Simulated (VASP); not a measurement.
# BaS (Fm-3m) in VASP: notebook, part 2 of 2

VASP 6.6.1. Earlier steps stand in the parts before.

## 6. Single point, revPBE+D3(BJ) (volume scaled by 0.96)

Input file INCAR:

```
SYSTEM = BaS
PREC = Accurate
ENCUT = 520
EDIFF = 1E-6
ISMEAR = 0
SIGMA = 0.05
LREAL = .False.
LASPH = .True.
NELM = 80
ALGO = Normal
ISIF = 2
LWAVE = .False.
LCHARG = .True.
GGA = RE
IVDW = 12
LELF = .True.
LVHAR = .True.
NBANDS = 15
```

Input file KPOINTS:

```
Automatic mesh
0
Gamma
  6 6 6
  0 0 0
```

Input file POSCAR:

```
BaS
1.0
    0.0000000000      3.1364801071      3.1364801071
    3.1364801071      0.0000000000      3.1364801071
    3.1364801071      3.1364801071      0.0000000000
Ba S
1 1
Direct
    0.5000000000      0.5000000000      0.5000000000
    0.0000000000      0.0000000000      0.0000000000
```

Potentials or basis: VASP PAW PBE potentials, release 64 (Ba_sv, S).

Launch:

```console
$ cat potpaw_PBE.64/Ba_sv/POTCAR potpaw_PBE.64/S/POTCAR > POTCAR
$ mpirun -np 1 vasp_std > vasp.out
```

Run time: 9.2 s. Hardware: 1 thread of Intel Xeon 6975P-C (Granite Rapids), shared host; peak memory 0.21 GiB.

Results (log left out):

```
Free energy                : -10.6229 eV
Pressure                   : 2.7 GPa
Band gap on the k mesh     : 2.11 eV, indirect (least direct gap 2.21 eV)
Dispersion energy per atom : -0.517 eV
```

Levels at points of the mesh, in eV from the valence-band top:
```tsv
k point	band 5	band 6	band 7	band 8	band 9	band 10	band 11	band 12
(0.00, 0.00, 0.00)	-10.43	0.00	0.00	0.00	3.94	3.94	3.94	4.04
(0.50, 0.00, 0.00)	-8.96	-2.01	-1.19	-1.19	5.81	5.98	6.57	6.57
(0.50, 0.50, 0.00)	-10.36	-0.44	-0.10	-0.10	2.11	6.07	6.45	7.82
```

Caveat: the cell differs from its parent crystal (volume scaled by 0.96); the PAW data sets were made with another functional, which shifts forces and pressure a little; spin-orbit coupling is left out, which moves the levels of the heavy elements.

## 7. Single point, PBE+D3(BJ)

This run uses another cell than the first one, of 32.15 Å³/atom, 1.022 times its volume.

Input file INCAR:

```
PREC = Accurate
ENCUT = 520
EDIFF = 1E-7
ISMEAR = 0
SIGMA = 0.05
LREAL = False
LASPH = True
NELM = 60
ALGO = Normal
ISIF = 2
LWAVE = False
LCHARG = False
GGA = PE
IVDW = 12
NBANDS = 15
```

Input file KPOINTS:

```
Automatic mesh
0
Gamma
  6 6 6
```

Input file POSCAR:

```
BaS
1.0
    0.0000000000      3.1796862138      3.1796862138
    3.1796862138      0.0000000000      3.1796862138
    3.1796862138      3.1796862138      0.0000000000
Ba S
1 1
Direct
    0.5000000000      0.5000000000      0.5000000000
    0.0000000000      0.0000000000      0.0000000000
```

Potentials or basis: VASP PAW PBE potentials, release 64 (Ba_sv, S).

Launch:

```console
$ cat potpaw_PBE.64/Ba_sv/POTCAR potpaw_PBE.64/S/POTCAR > POTCAR
$ mpirun -np 1 vasp_std > vasp.out
```

OUTCAR:

```text
PREC = Accurate
   ENCUT = 520
   EDIFF = 1E-7
   ISMEAR = 0
   LREAL = False
   LASPH = True
   NELM = 60
   ISIF = 2
   GGA = PE
   IVDW = 12
 IVDW          = 12

 ion  position               nearest neighbor table
   1  0.500  0.500  0.500-   2 3.18   2 3.18   2 3.18   2 3.18   2 3.18   2 3.18
   2  0.000  0.000  0.000-   1 3.18   1 3.18   1 3.18   1 3.18   1 3.18   1 3.18

  LATTYP: Found a face centered cubic cell.
 ALAT       =     6.3593724276

  Lattice vectors:

 A1 = (   0.0000000000,   3.1796862138,   3.1796862138)
 A2 = (   3.1796862138,   0.0000000000,   3.1796862138)
 A3 = (   3.1796862138,   3.1796862138,   0.0000000000)

Analysis of symmetry for initial positions (statically):
[... 5 lines left out ...]
 face centered cubic supercell.

 Subroutine GETGRP returns: Found 48 space group operations
 (whereof 48 operations were pure point group operations)
 out of a pool of 48 trial point group operations.

The static configuration has the point symmetry O_h .

Analysis of symmetry for dynamics (positions and initial velocities):
[... 5 lines left out ...]
 face centered cubic supercell.

 Subroutine GETGRP returns: Found 48 space group operations
 (whereof 48 operations were pure point group operations)
 out of a pool of 48 trial point group operations.

The dynamic configuration has the point symmetry O_h .

 Subroutine INISYM returns: Found 48 space group operations
 (whereof 48 operations are pure point group operations),
 and found     1 'primitive' translations

----------------------------------------------------------------------------------------

                                     Primitive cell

  volume of cell :      64.2958

  direct lattice vectors                    reciprocal lattice vectors
     0.000000000  3.179686214  3.179686214    -0.157248221  0.157248221  0.157248221
     3.179686214  0.000000000  3.179686214     0.157248221 -0.157248221  0.157248221
     3.179686214  3.179686214  0.000000000     0.157248221  0.157248221 -0.157248221

  length of vectors
     4.496755368  4.496755368  4.496755368     0.272361908  0.272361908  0.272361908

  position of ions in fractional coordinates (direct lattice)
     0.500000000  0.500000000  0.500000000
     0.000000000  0.000000000  0.000000000

  ion indices of the primitive-cell ions
   primitive index   ion index
                 1           1
                 2           2

----------------------------------------------------------------------------------------

 KPOINTS: Automatic mesh

Automatic generation of k-mesh.
 Grid dimensions read from file:
 generate k-points for:    6    6    6

 Generating k-lattice:

  Cartesian coordinates                     Fractional coordinates (reciprocal lattice)
    -0.026208037  0.026208037  0.026208037     0.166666667  0.000000000  0.000000000
     0.026208037 -0.026208037  0.026208037     0.000000000  0.166666667  0.000000000
     0.026208037  0.026208037 -0.026208037     0.000000000  0.000000000  0.166666667

  Length of vectors
     0.045393651  0.045393651  0.045393651

  Shift w.r.t. Gamma in fractional coordinates (k-lattice)
     0.000000000  0.000000000  0.000000000

 Subroutine IBZKPT returns following result:
 ===========================================

 Found     16 irreducible k-points:

 Following reciprocal coordinates:
            Coordinates               Weight
  0.000000  0.000000  0.000000      1.000000
  0.166667  0.000000  0.000000      8.000000
  0.333333  0.000000  0.000000      8.000000
  0.500000  0.000000  0.000000      4.000000
  0.166667  0.166667  0.000000      6.000000
  0.333333  0.166667  0.000000     24.000000
[... 8 lines left out ...]
 -0.333333  0.333333  0.166667     24.000000
 -0.333333  0.500000  0.166667     12.000000
   k-points           NKPTS =     16   k-points in BZ     NKDIM =     16   number of bands    NBANDS=     15
   number of dos      NEDOS =    301   number of ions     NIONS =      2
   total plane-waves  NPLWV =  46656
   dimension x,y,z NGX =    36 NGY =   36 NGZ =   36
   dimension x,y,z NGXF=    72 NGYF=   72 NGZF=   72
   ions per type =               1   1
   NGX,Y,Z   is equivalent  to a cutoff of  13.31, 13.31, 13.31 a.u.
   NGXF,Y,Z  is equivalent  to a cutoff of  26.62, 26.62, 26.62 a.u.
 SYSTEM =  unknown system
   PREC   = accura    normal or accurate (medium, high low for compatibility)
   ISTART =      0    job   : 0-new  1-cont  2-samecut
   ICHARG =      2    charge: 1-file 2-atom 10-const
   ISPIN  =      1    spin polarized calculation?
   LNONCOLLINEAR =      F non collinear calculations
   LSORBIT =      F    spin-orbit coupling
   LASPH  =      T    aspherical Exc in radial PAW
   ENCUT  =  520.0 eV  38.22 Ry    6.18 a.u.   8.36  8.36  8.36*2*pi/ulx,y,z
   NELM   =     60;   NELMIN=  2; NELMDL= -5     # of ELM steps
   EDIFF  = 0.1E-06   stopping-criterion for ELM
   LREAL  =      F    real-space projection
   EDIFFG = 0.1E-05   stopping-criterion for IOM
   NSW    =      0    number of steps for IOM
   IBRION =     -1    ionic relax: 0-MD 1-quasi-New 2-CG
   NFREE  =      0    steps in history (QN), initial steepest desc. (CG)
   ISIF   =      2    stress and relaxation
   ISYM   =      2    0-nonsym 1-usesym 2-fastsym
   POTIM  = 0.5000    time-step for ionic-motion
   TEBEG  =    0.0;   TEEND  =   0.0 temperature during run
   PSTRESS=    0.0 pullay stress
   NELECT =      16.0000    total number of electrons
   NUPDOWN=      -1.0000    fix difference up-down
   EMIN   =  10.00;   EMAX   =-10.00  energy-range for DOS
   EFERMI =   0.00;   METHOD = LEGACY
   ISMEAR =     0;   SIGMA  =   0.05  broadening in eV -4-tet -1-fermi 0-gaus
   EFERMI_NEDOS =   21; number of points for ismear=-14 and -15
   IALGO  =     38    algorithm
   IMIX   =      4    mixing-type and parameters
     AMIX     =   0.40;   BMIX     =  1.00
     AMIX_MAG =   1.60;   BMIX_MAG =  1.00
  volume/ion in A,a.u.               =      32.15       216.94
  Fermi-wavevector in a.u.,A,eV,Ry     =   1.029723  1.945895 14.426668  1.060330
  Thomas-Fermi vector in A             =   2.163785
   LORBIT       =      0    0 simple, 1 ext, 2 COOP (PROOUT), +10 PAW based schemes
   GGA     = PE    functional components
   LHFCALC =     F    Hartree Fock is set to
   AEXX    =    0.0000 exact exchange contribution
   IVDW    =    12    specifies the selected vdW correction
   LEPSILON=     F    determine dielectric tensor
   LRPA    =     F    only Hartree local field effects (RPA)
 non-spin polarized calculation
 Gauss-broadening in eV      SIGMA  =   0.05
  energy-cutoff  :      520.00
  volume of cell :       64.30
 maximum number of plane-waves:      1759
 NGX is ok and might be reduce to    36
   NGX = 17   NGY = 17   NGZ = 17

 number of electron      16.0000000 magnetization

 Free energy of the ion-electron system (eV)
  ---------------------------------------------------
  ext. energy  EPLUGINS =         0.00000000
  ---------------------------------------------------
  free energy    TOTEN  =       -10.17507701 eV

  energy without entropy =      -10.17507701  energy(sigma->0) =      -10.17507701

 E-fermi :   1.8258     XC(G=0):  -8.6809

 val. band max:        1.5235954444   @ k =   0.0000   0.0000   0.0000
 cond. band min:       3.6074011452   @ k =   0.5000   0.5000   0.0000
 fundamental gap:      2.0838057008
 Fermi energy:         1.8257979635

 k-point     1 :       0.0000    0.0000    0.0000
  band No.  band energies     occupation
      1     -24.5099      2.00000
      2      -9.5639      2.00000
      3      -9.5639      2.00000
      4      -9.5639      2.00000
      5      -8.8574      2.00000
      6       1.5236      2.00000
      7       1.5236      2.00000
      8       1.5236      2.00000
      9       5.1883      0.00000
     10       5.3931      0.00000
     11       5.3931      0.00000
     12       5.3931      0.00000
     13       6.3329      0.00000
     14       6.3329      0.00000
     15      10.2809      0.00000
[... 253 lines left out ...]
 k-point    16 :      -0.3333    0.5000    0.1667
  band No.  band energies     occupation
      1     -24.4476      2.00000
      2     -10.0649      2.00000
      3      -9.9979      2.00000
      4      -9.8441      2.00000
      5      -8.3127      2.00000
      6       0.6097      2.00000
      7       1.0045      2.00000
      8       1.1435      2.00000
      9       4.7208      0.00000
     10       7.0888      0.00000
     11       7.7721      0.00000
     12       8.5568      0.00000
     13       9.1083      0.00000
     14       9.9426      0.00000
     15      11.4423      0.00000

------------------------ aborting loop because EDIFF is reached ----------------------------------------

 Edisp (eV)   -0.56262

 E8    (eV) :    -0.2768

  FORCE on cell =-STRESS in cart. coord.  units (eV):
  Direction    XX          YY          ZZ          XY          YZ          ZX
  --------------------------------------------------------------------------------------
  -------------------------------------------------------------------------------------
  Total       0.25111     0.25111     0.25111    -0.00000     0.00000     0.00000
  in kB       6.25739     6.25739     6.25739    -0.00000     0.00000     0.00000
  external pressure =        6.26 kB  Pullay stress =        0.00 kB

 VOLUME and BASIS-vectors are now :
 -----------------------------------------------------------------------------
  energy-cutoff  :      520.00
  volume of cell :       64.30
      direct lattice vectors                 reciprocal lattice vectors
     0.000000000  3.179686214  3.179686214    -0.157248221  0.157248221  0.157248221
     3.179686214  0.000000000  3.179686214     0.157248221 -0.157248221  0.157248221
     3.179686214  3.179686214  0.000000000     0.157248221  0.157248221 -0.157248221

 POSITION                                       TOTAL-FORCE (eV/Angst)
 -----------------------------------------------------------------------------------
      3.17969      3.17969      3.17969        -0.000000     -0.000000     -0.000000
      0.00000      0.00000      0.00000         0.000000      0.000000      0.000000
 -----------------------------------------------------------------------------------
    total drift:                                0.000000      0.000000      0.000000

  FREE ENERGIE OF THE ION-ELECTRON SYSTEM (eV)
  ---------------------------------------------------
  free  energy   TOTEN  =       -10.7376958466 eV

  energy  without entropy=      -10.7376958466  energy(sigma->0) =      -10.73769585
```

OSZICAR:

```text
N       E                     dE             d eps       ncg     rms          rms(c)
DAV:   1     0.798088119609E+02    0.79809E+02   -0.65774E+03   480   0.897E+02
DAV:   2    -0.601637555035E+01   -0.85825E+02   -0.77285E+02   689   0.169E+02
DAV:   3    -0.105162356480E+02   -0.44999E+01   -0.44704E+01   651   0.410E+01
DAV:   4    -0.106511727572E+02   -0.13494E+00   -0.13492E+00   621   0.544E+00
DAV:   5    -0.106522193005E+02   -0.10465E-02   -0.10465E-02   628   0.510E-01    0.490E+00
DAV:   6    -0.101587448004E+02    0.49347E+00   -0.67149E-01   536   0.492E+00    0.337E+00
DAV:   7    -0.101601973460E+02   -0.14525E-02   -0.18431E-01   600   0.243E+00    0.214E+00
DAV:   8    -0.101737256365E+02   -0.13528E-01   -0.23971E-02   529   0.113E+00    0.200E-01
DAV:   9    -0.101741706388E+02   -0.44500E-03   -0.31657E-03   627   0.411E-01    0.140E-01
DAV:  10    -0.101749959564E+02   -0.82532E-03   -0.95154E-04   494   0.210E-01    0.370E-02
DAV:  11    -0.101750744636E+02   -0.78507E-04   -0.10617E-04   599   0.628E-02    0.113E-02
DAV:  12    -0.101750770600E+02   -0.25964E-05   -0.56155E-06   522   0.155E-02    0.373E-03
DAV:  13    -0.101750770115E+02    0.48539E-07   -0.24935E-07   627   0.306E-03
   1 F= -.10737696E+02 E0= -.10737696E+02  d E =-.534615E-19
```

stdout:

```text
POSCAR found type information on POSCAR BaS
 POSCAR found :  2 types and       2 ions
 scaLAPACK will be used
 LDA part: xc-table for (Slater+PW92), standard interpolation
 POSCAR, INCAR and KPOINTS ok, starting setup
 FFT: planning ... GRIDC
 FFT: planning ... GRID_SOFT
 FFT: planning ... GRID
 WAVECAR not read
 entering main loop
```

It took 8.8 s on 1 thread of Intel Xeon 6975P-C (Granite Rapids), shared host; peak memory 0.21 GiB.

What came out:

```yaml
Free_energy: -10.7377 eV
Pressure: 0.6 GPa
Band_gap_on_the_k_mesh: 2.08 eV, indirect (least direct gap 2.21 eV)
Dispersion_energy_per_atom: -0.281 eV
```

Caveat: spin-orbit coupling is left out, which moves the levels of the heavy elements.

## 8. Summary

| level | potentials or basis | cell | gap on the mesh (eV) | pressure (GPa) |
| --- | --- | --- | --- | --- |
| LDA | VASP PAW LDA potentials, release 64 (Ba_sv, S) | a = 4.464 Å, angles 60.0°, 2 atoms | 1.84 | -0.2 |
| LDA | VASP PAW LDA potentials, release 64 (Ba_sv, S) | a = 4.493 Å, angles 60.0°, 2 atoms | 1.87 | -1.1 |
| revPBE+D3(BJ) | VASP PAW PBE potentials, release 64 (Ba_sv, S) | a = 4.496 Å, angles 60.0°, 2 atoms | 2.19 | 0.6 |
| revPBE+D3(BJ) | VASP PAW PBE potentials, release 64 (Ba_sv, S) | a = 4.466 Å, angles 60.0°, 2 atoms | 2.15 | 1.6 |
| revPBE+D3(BJ) | VASP PAW PBE potentials, release 64 (Ba_sv, S) | a = 4.436 Å, angles 60.0°, 2 atoms | 2.11 | 2.7 |
| PBE+D3(BJ) | VASP PAW PBE potentials, release 64 (Ba_sv, S) | a = 4.497 Å, angles 60.0°, 2 atoms | 2.08 | 0.6 |

Alike in all rows: task single point; no spin polarisation; k mesh 6 × 6 × 6; cutoff (eV) 520; smearing gaussian 0.05 eV.

Caveats: spin-orbit coupling is left out, which moves the levels of the heavy elements; the PAW data sets were made with another functional, which shifts forces and pressure a little (some runs).

Total energies depend on the potentials used, so only differences within one code and one set of settings carry meaning.
